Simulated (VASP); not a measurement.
**Ga: single point with BLYP+D4**

Ga:

```
CELL_PARAMETERS angstrom
-1.39156 1.39156 2.33177
1.39156 -1.39156 2.33177
1.39156 1.39156 -2.33177
ATOMIC_POSITIONS crystal
Ga 0.00000 0.00000 0.00000
```

```json
{"Program": "VASP 6.6.1", "Task": "single point", "Functional": "BLYP", "Dispersion": "D4", "Potentials or basis": "VASP PAW PBE potentials, release 64 (Ga_d)", "Cutoff": "520 eV", "k mesh": "13 × 13 × 13", "Occupations": "fermi-dirac, width 0.05 eV", "Spin": "no spin polarisation", "Dipole correction": "no", "Further INCAR settings": "ALGO = Normal; EDIFF = 1e-06; NBANDS = 12"}
```

| Quantity | Value |
| --- | --- |
| Pressure | -0.1 GPa |
| Band gap on the k mesh | zero (an odd number of electrons rules out a gap without spin polarisation) |
| Dispersion energy per atom | -0.941 eV |

Stress tensor (GPa, compression positive):
```
-0.04  0.00  0.00
 0.00 -0.04  0.00
 0.00  0.00 -0.11
```

Levels at points of the mesh, in eV from the Fermi level:
| k point | band 4 | band 5 | band 6 | band 7 | band 8 | band 9 |
| --- | --- | --- | --- | --- | --- | --- |
| (0.00, 0.00, 0.00) | -14.95 | -14.79 | -11.30 | 12.14 | 12.60 | 12.60 |

It took 46 s on 1 thread of Intel Xeon 8259CL, on a shared host, peak memory 0.17 GiB.

Caveat: the PAW data sets were made with another functional, which shifts forces and pressure a little.
